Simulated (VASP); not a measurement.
# ZrC (I4/mmm) in VASP: further runs

The runs below take ZrC through single point, with PBE.

Program: VASP 6.6.1. These are calculated values, not measurements. Logs are shortened: lines on timing, memory, paths and dates and some standing lists are left out, and cuts for length are marked.

### Step 1. The cell of the first run

Symmetry: I4/mmm, No. 139, tetragonal system. Conventional cell: a = 3.374 Å, b = 3.374 Å, c = 4.841 Å, α = 90.00°, β = 90.00°, γ = 90.00°. Within 3.2 Å of Zr (site symmetry 4/mmm) lie 6 C at 2.39 to 2.42 Å. C (site symmetry 4/mmm) has 6 Zr at 2.39 to 2.42 Å within 3.2 Å.

### Step 2. Single point, PBE (strain +0.015 along x and y, +0.030 along z)

The input, INCAR:

```
SYSTEM = ZrC
PREC = Accurate
ENCUT = 520
EDIFF = 1E-6
ISMEAR = 0
SIGMA = 0.15
LREAL = .FALSE.
LASPH = .TRUE.
NELM = 100
ALGO = Normal
ISIF = 2
LWAVE = .FALSE.
LCHARG = .FALSE.
GGA = PE
NBANDS = 15
```

The input, KPOINTS:

```
regular mesh
0
G
  18 18 18
  0 0 0
```

The input, POSCAR:

```
ZrC
1.0
    0.0000000000      2.3854631500      2.4207163000
    2.3854631500      0.0000000000      2.4207163000
    2.3854631500      2.3854631500      0.0000000000
Zr C
1 1
Direct
    0.5000000000      0.5000000000      0.5000000000
    0.0000000000      0.0000000000      0.0000000000
```

Potentials or basis: VASP PAW PBE potentials, release 64 (Zr_sv, C).

Launch:

```console
cat potpaw_PBE.64/Zr_sv/POTCAR potpaw_PBE.64/C/POTCAR > POTCAR
mpirun -np 1 vasp_std > vasp.out
```

OUTCAR:

```text
SYSTEM = ZrC
   PREC = Accurate
   ENCUT = 520
   EDIFF = 1E-6
   ISMEAR = 0
   LREAL = .FALSE.
   LASPH = .TRUE.
   NELM = 100
   ISIF = 2
   GGA = PE

 ion  position               nearest neighbor table
   1  0.500  0.500  0.500-   2 2.39   2 2.39   2 2.39   2 2.39   2 2.42   2 2.42
   2  0.000  0.000  0.000-   1 2.39   1 2.39   1 2.39   1 2.39   1 2.42   1 2.42

  LATTYP: Found a body centered tetragonal cell.
 ALAT       =     3.3735543393
 C/A-ratio  =     1.4351132702

  Lattice vectors:

 A1 = (  -2.3854631500,   0.0000000000,   2.4207163000)
 A2 = (   2.3854631500,   0.0000000000,   2.4207163000)
 A3 = (   0.0000000000,   2.3854631500,  -2.4207163000)

Analysis of symmetry for initial positions (statically):
=====================================================================
 Subroutine PRICEL returns:
 Original cell was already a primitive cell.

 Routine SETGRP: Setting up the symmetry group for a
 body centered tetragonal supercell.

 Subroutine GETGRP returns: Found 16 space group operations
 (whereof 16 operations were pure point group operations)
 out of a pool of 16 trial point group operations.

The static configuration has the point symmetry D_4h.

Analysis of symmetry for dynamics (positions and initial velocities):
=====================================================================
 Subroutine PRICEL returns:
 Original cell was already a primitive cell.

 Routine SETGRP: Setting up the symmetry group for a
 body centered tetragonal supercell.

 Subroutine GETGRP returns: Found 16 space group operations
 (whereof 16 operations were pure point group operations)
 out of a pool of 16 trial point group operations.

The dynamic configuration has the point symmetry D_4h.

 Subroutine INISYM returns: Found 16 space group operations
 (whereof 16 operations are pure point group operations),
 and found     1 'primitive' translations

----------------------------------------------------------------------------------------

                                     Primitive cell

  volume of cell :      27.5499

  direct lattice vectors                    reciprocal lattice vectors
     0.000000000  2.385463150  2.420716300    -0.209602902  0.209602902  0.206550433
     2.385463150  0.000000000  2.420716300     0.209602902 -0.209602902  0.206550433
     2.385463150  2.385463150  0.000000000     0.209602902  0.209602902 -0.206550433

  length of vectors
     3.398573501  3.398573501  3.373554339     0.361289129  0.361289129  0.361289129

  position of ions in fractional coordinates (direct lattice)
     0.500000000  0.500000000  0.500000000
     0.000000000  0.000000000  0.000000000

  ion indices of the primitive-cell ions
   primitive index   ion index
                 1           1
                 2           2

----------------------------------------------------------------------------------------

 KPOINTS: regular mesh

Automatic generation of k-mesh.
 Grid dimensions read from file:
 generate k-points for:   18   18   18

 Generating k-lattice:

  Cartesian coordinates                     Fractional coordinates (reciprocal lattice)
    -0.011644606  0.011644606  0.011475024     0.055555556  0.000000000  0.000000000
     0.011644606 -0.011644606  0.011475024     0.000000000  0.055555556  0.000000000
     0.011644606  0.011644606 -0.011475024     0.000000000  0.000000000  0.055555556

  Length of vectors
     0.020071618  0.020071618  0.020071618

  Shift w.r.t. Gamma in fractional coordinates (k-lattice)
     0.000000000  0.000000000  0.000000000

 Subroutine IBZKPT returns following result:
 ===========================================

 Found    480 irreducible k-points:

 Following reciprocal coordinates:
            Coordinates               Weight
  0.000000  0.000000  0.000000      1.000000
  0.055556  0.000000  0.000000      8.000000
  0.111111  0.000000  0.000000      8.000000
  0.166667 -0.000000  0.000000      8.000000
  0.222222  0.000000  0.000000      8.000000
  0.277778  0.000000  0.000000      8.000000
[... 16 lines left out ...]
 -0.277778  0.055556  0.000000      8.000000
 -0.222222  0.055556  0.000000      8.000000
 [... further k-points ...]
   k-points           NKPTS =    480   k-points in BZ     NKDIM =    480   number of bands    NBANDS=     15
   number of dos      NEDOS =    301   number of ions     NIONS =      2
   total plane-waves  NPLWV =  21952
   dimension x,y,z NGX =    28 NGY =   28 NGZ =   28
   dimension x,y,z NGXF=    56 NGYF=   56 NGZF=   56
   ions per type =               1   1
   NGX,Y,Z   is equivalent  to a cutoff of  13.70, 13.70, 13.80 a.u.
   NGXF,Y,Z  is equivalent  to a cutoff of  27.39, 27.39, 27.60 a.u.
 SYSTEM =  ZrC
   PREC   = accura    normal or accurate (medium, high low for compatibility)
   ISTART =      0    job   : 0-new  1-cont  2-samecut
   ICHARG =      2    charge: 1-file 2-atom 10-const
   ISPIN  =      1    spin polarized calculation?
   LNONCOLLINEAR =      F non collinear calculations
   LSORBIT =      F    spin-orbit coupling
   LASPH  =      T    aspherical Exc in radial PAW
   ENCUT  =  520.0 eV  38.22 Ry    6.18 a.u.   6.32  6.32  6.27*2*pi/ulx,y,z
   NELM   =    100;   NELMIN=  2; NELMDL= -5     # of ELM steps
   EDIFF  = 0.1E-05   stopping-criterion for ELM
   LREAL  =      F    real-space projection
   EDIFFG = 0.1E-04   stopping-criterion for IOM
   NSW    =      0    number of steps for IOM
   IBRION =     -1    ionic relax: 0-MD 1-quasi-New 2-CG
   NFREE  =      0    steps in history (QN), initial steepest desc. (CG)
   ISIF   =      2    stress and relaxation
   ISYM   =      2    0-nonsym 1-usesym 2-fastsym
   POTIM  = 0.5000    time-step for ionic-motion
   TEBEG  =    0.0;   TEEND  =   0.0 temperature during run
   PSTRESS=    0.0 pullay stress
   NELECT =      16.0000    total number of electrons
   NUPDOWN=      -1.0000    fix difference up-down
   EMIN   =  10.00;   EMAX   =-10.00  energy-range for DOS
   EFERMI =   0.00;   METHOD = LEGACY
   ISMEAR =     0;   SIGMA  =   0.15  broadening in eV -4-tet -1-fermi 0-gaus
   EFERMI_NEDOS =   21; number of points for ismear=-14 and -15
   IALGO  =     38    algorithm
   IMIX   =      4    mixing-type and parameters
     AMIX     =   0.40;   BMIX     =  1.00
     AMIX_MAG =   1.60;   BMIX_MAG =  1.00
  volume/ion in A,a.u.               =      13.77        92.96
  Fermi-wavevector in a.u.,A,eV,Ry     =   1.365867  2.581114 25.382926  1.865592
  Thomas-Fermi vector in A             =   2.492058
   LORBIT       =      0    0 simple, 1 ext, 2 COOP (PROOUT), +10 PAW based schemes
   GGA     = PE    functional components
   LHFCALC =     F    Hartree Fock is set to
   AEXX    =    0.0000 exact exchange contribution
   IVDW    =     0    specifies the selected vdW correction
   LEPSILON=     F    determine dielectric tensor
   LRPA    =     F    only Hartree local field effects (RPA)
 non-spin polarized calculation
 Gauss-broadening in eV      SIGMA  =   0.15
  energy-cutoff  :      520.00
  volume of cell :       27.55
 maximum number of plane-waves:       755
 NGX is ok and might be reduce to    28
   NGX = 13   NGY = 13   NGZ = 13

 number of electron      16.0000000 magnetization

 Free energy of the ion-electron system (eV)
  ---------------------------------------------------
  ext. energy  EPLUGINS =         0.00000000
  ---------------------------------------------------
  free energy    TOTEN  =       -19.41209917 eV

  energy without entropy =      -19.40848898  energy(sigma->0) =      -19.41029408

 E-fermi :   8.9546     XC(G=0): -11.8425

 val. band max:        8.9518116987   @ k =   0.1111   0.0000   0.1111
 cond. band min:       8.9553113080   @ k =   0.1111   0.0000   0.1111
 fundamental gap:      0.0034996093
 Fermi energy:         8.9546297012

 k-point     1 :       0.0000    0.0000    0.0000
  band No.  band energies     occupation
      1     -39.3942      2.00000
      2     -17.1496      2.00000
      3     -17.1323      2.00000
      4     -17.1323      2.00000
      5      -2.1480      2.00000
      6       9.8237      0.00000
      7       9.8846      0.00000
      8       9.8846      0.00000
      9       9.9243      0.00000
     10      10.0579      0.00000
     11      10.0579      0.00000
     12      11.4939      0.00000
     13      11.6623      0.00000
     14      15.6063      0.00000
     15      19.2956      0.00000

 k-point     2 :       0.0556    0.0000    0.0000
  band No.  band energies     occupation
      1     -39.3919      2.00000
      2     -17.1635      2.00000
      3     -17.1426      2.00000
      4     -17.1341      2.00000
      5      -2.0842      2.00000
      6       9.2432      0.00651
      7       9.3914      0.00004
      8       9.4559      0.00000
      9      10.1571      0.00000
     10      10.2219      0.00000
     11      10.4710      0.00000
     12      11.8930      0.00000
     13      12.0612      0.00000
     14      15.7652      0.00000
     15      19.4737      0.00000

 k-point     3 :       0.1111    0.0000    0.0000
  band No.  band energies     occupation
      1     -39.3853      2.00000
      2     -17.2236      2.00000
      3     -17.1519      2.00000
      4     -17.1392      2.00000
      5      -1.8974      2.00000
      6       8.4414      2.00000
      7       8.7409      1.95608
      8       8.8020      1.84982
      9      10.3838      0.00000
     10      10.4380      0.00000
     11      10.8382      0.00000
     12      12.7191      0.00000
     13      12.8957      0.00000
     14      16.1884      0.00000
     15      19.9704      0.00000
[... 343 lines left out ...]
 k-point    23 :      -0.2778    0.0556    0.0000
  band No.  band energies     occupation
      1     -39.3433      2.00000
      2     -17.5887      2.00000
      3     -17.2159      2.00000
      4     -17.1615      2.00000
      5      -0.5801      2.00000
      6       5.6054      2.00000
      7       6.8327      2.00000
      8       7.0311      2.00000
      9      11.5552      0.00000
     10      11.7221      0.00000
     11      12.4319      0.00000
     12      15.3050      0.00000
     13      16.7930      0.00000
     14      17.6309      0.00000
     15      21.9138      0.00000

 k-point    24 :      -0.2222    0.0556    0.0000
  band No.  band energies     occupation
      1     -39.3564      2.00000
      2     -17.4748      2.00000
      3     -17.2032      2.00000
      4     -17.1509      2.00000
      5      -1.0273      2.00000
      6       6.3709      2.00000
      7       7.2422      2.00000
      8       7.4748      2.00000
      9      11.0727      0.00000
     10      11.3735      0.00000
     11      11.9188      0.00000
     12      14.3523      0.00000
     13      15.8203      0.00000
     14      17.5633      0.00000
     15      21.5810      0.00000

 [... further k-points ...]
[... 5 lines left out ...]
  --------------------------------------------------------------------------------------
  -------------------------------------------------------------------------------------
  Total       -1.5731110     -1.5731110     -2.2524040      0.0000000     -0.0000000      0.0000000
  in kB      -91.4851579    -91.4851579   -130.9898262      0.0000000     -0.0000000      0.0000000
  external PRESSURE =    -104.6533807 kB  Pullay stress =       0.0000000 kB

 VOLUME and BASIS-vectors are now :
 -----------------------------------------------------------------------------
  energy-cutoff  :      520.00
  volume of cell :       27.55
      direct lattice vectors                 reciprocal lattice vectors
     0.000000000  2.385463150  2.420716300    -0.209602902  0.209602902  0.206550433
     2.385463150  0.000000000  2.420716300     0.209602902 -0.209602902  0.206550433
     2.385463150  2.385463150  0.000000000     0.209602902  0.209602902 -0.206550433

 POSITION                                       TOTAL-FORCE (eV/Angst)
 -----------------------------------------------------------------------------------
      2.38546      2.38546      2.42072        -0.000000      0.000000      0.000000
      0.00000      0.00000      0.00000         0.000000     -0.000000     -0.000000
 -----------------------------------------------------------------------------------
    total drift:                                0.000000      0.000000      0.000000

  FREE ENERGIE OF THE ION-ELECTRON SYSTEM (eV)
  ---------------------------------------------------
  free  energy   TOTEN  =       -19.4120991706 eV

  energy  without entropy=      -19.4084889816  energy(sigma->0) =      -19.41029408
```

Run time: 6.1 min. Hardware: 1 thread of Intel Xeon 8259CL, shared host; peak memory 0.32 GiB.

What came out:

| Quantity | Value |
| --- | --- |
| Free energy | -19.4121 eV |
| Pressure | -10.5 GPa |
| Band gap on the k mesh | zero (bands 8 and 9 overlap by 1.31 eV) |

Stress tensor (GPa, compression positive):
```
 -9.15   0.00   0.00
  0.00  -9.15   0.00
  0.00   0.00 -13.10
```

Levels at points of the mesh, in eV from the Fermi level:
| k point | band 6 | band 7 | band 8 | band 9 | band 10 | band 11 |
| --- | --- | --- | --- | --- | --- | --- |
| (0.00, 0.00, 0.00) | 0.87 | 0.93 | 0.93 | 0.97 | 1.10 | 1.10 |
| (0.50, 0.00, 0.00) | -5.08 | -2.76 | -2.74 | 4.13 | 4.22 | 4.96 |
| (0.50, 0.50, 0.00) | -2.24 | -1.57 | 0.05 | 0.05 | 4.13 | 5.23 |
| (0.50, 0.00, 0.50) | -2.10 | -1.60 | -0.05 | 0.00 | 4.13 | 5.16 |

Caveat: the cell differs from its parent crystal (strain +0.015 along x and y, +0.030 along z); the cell stands under tension.

### Step 3. Single point, PBE (strain +0.030 along x and y, +0.015 along z)

The input, INCAR:

```
SYSTEM = ZrC
PREC = Accurate
ENCUT = 520
EDIFF = 1E-7
ISMEAR = 0
SIGMA = 0.15
LREAL = .False.
LASPH = .True.
NELM = 60
ALGO = Normal
ISIF = 2
LWAVE = .False.
LCHARG = .True.
GGA = PE
LELF = .True.
LVHAR = .True.
NBANDS = 15
```

The input, KPOINTS:

```
Automatic mesh
0
Gamma
  18 18 18
  0 0 0
```

The input, POSCAR:

```
ZrC
1.0
    0.0000000000      2.4207163000      2.3854631500
    2.4207163000      0.0000000000      2.3854631500
    2.4207163000      2.4207163000      0.0000000000
Zr C
1 1
Direct
    0.5000000000      0.5000000000      0.5000000000
    0.0000000000      0.0000000000      0.0000000000
```

Potentials or basis: VASP PAW PBE potentials, release 64 (Zr_sv, C).

Launch:

```console
cat potpaw_PBE.64/Zr_sv/POTCAR potpaw_PBE.64/C/POTCAR > POTCAR
mpirun -np 1 vasp_std > vasp.out
```

Wall time 5.9 min (1 thread of Intel Xeon 8259CL, shared host); peak memory 0.32 GiB.

The run converged. Its results:

- Free energy: -19.3824 eV
- Pressure: -13.0 GPa
- Band gap on the k mesh: zero (bands 8 and 9 overlap by 1.39 eV)

Stress tensor (GPa, compression positive):
```
-14.27   0.00   0.00
  0.00 -14.27   0.00
  0.00   0.00 -10.44
```

Levels at points of the mesh, in eV from the Fermi level:
```csv
k point,band 5,band 6,band 7,band 8,band 9,band 10,band 11,band 12
"(0.00, 0.00, 0.00)",-11.05,0.89,0.89,0.95,1.01,1.01,1.14,2.51
"(0.50, 0.00, 0.00)",-8.32,-5.02,-2.72,-2.70,4.05,4.15,4.87,6.19
"(0.50, 0.50, 0.00)",-9.85,-2.06,-1.57,-0.07,-0.07,4.06,5.14,5.14
"(0.50, 0.00, 0.50)",-9.86,-2.20,-1.54,-0.01,0.03,4.05,5.06,5.20
```

Caveat: the cell differs from its parent crystal (strain +0.030 along x and y, +0.015 along z); the cell stands under tension.
